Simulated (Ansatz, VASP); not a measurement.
## One calculation of InP, two programs

The input POSCAR:

```
InP
1.0
    0.0000000000      3.0130923994      2.7720450074
    3.0130923994      0.0000000000      2.7720450074
    3.0130923994      3.0130923994      0.0000000000
In P
1 1
Direct
    0.0000000000      0.0000000000      0.0000000000
    0.7500000000      0.7500000000      0.7500000000
```

File INCAR.step1:

```
ALGO = Normal
EDIFF = 1E-4
ENCUT = 520
GGA = PE
ISMEAR = 0
LASPH = True
LCHARG = False
LREAL = False
LWAVE = True
NBANDS = 16
NELM = 100
PREC = Accurate
SIGMA = 0.05
```

File INCAR.step2:

```
ALGO = Normal
EDIFF = 1E-7
ENCUT = 520
ISIF = 2
ISMEAR = 0
ISTART = 1
LASPH = True
LCHARG = True
LELF = True
LMIXTAU = True
LREAL = False
LVHAR = True
LWAVE = False
METAGGA = R2SCAN
NBANDS = 16
NELM = 100
PREC = Accurate
SIGMA = 0.05
```

File KPOINTS:

```
k-points
0
Gamma
  10 10 10
```

Input for Ansatz:

```yaml
crystal:
  lattice:
    - [0.0, 3.0130923994, 2.7720450074]
    - [3.0130923994, 0.0, 2.7720450074]
    - [3.0130923994, 3.0130923994, 0.0]
  atoms:
    - { symbol: In, position: [0.0, 0.0, 0.0] }
    - { symbol: P, position: [0.75, 0.75, 0.75] }
basis:
  ecutwfc: 500
kpoints:
  mp_grid: { grid: [10, 10, 10] }
hamiltonian:
  xc: r2scan
scf:
  occupations: { method: gaussian, width: 0.05 }
output:
  forces: true
  stress: true
  eigenvalues: true
```

Alike in both runs: task single point; functional r2SCAN; k mesh 10 × 10 × 10; occupations gaussian, width 0.05 eV; no spin polarisation.

```csv
,VASP,Ansatz
version,VASP 6.6.1,Ansatz 0.2.0
potentials or method,"VASP PAW PBE potentials, release 64 (In_d, P), cutoff 520 eV","scalar-relativistic, plane waves, PAW"
valence electrons in the cell,18,18
```

VASP gave:

```
gap on the k mesh at the Fermi level (eV)                     : 0.90
least direct gap on the mesh (eV)                             : 0.90
pressure (GPa)                                                : 1.4
traceless stress, the component that is largest in VASP (GPa) : 2.05
```

Question: Which values does Ansatz return?

Answer: gap on the k mesh at the Fermi level (eV): 0.90; least direct gap on the mesh (eV): 0.90; pressure (GPa): 1.5; traceless stress, the component that is largest in VASP (GPa): 2.03.

VASP's potentials were made for PBE, not for r2SCAN.
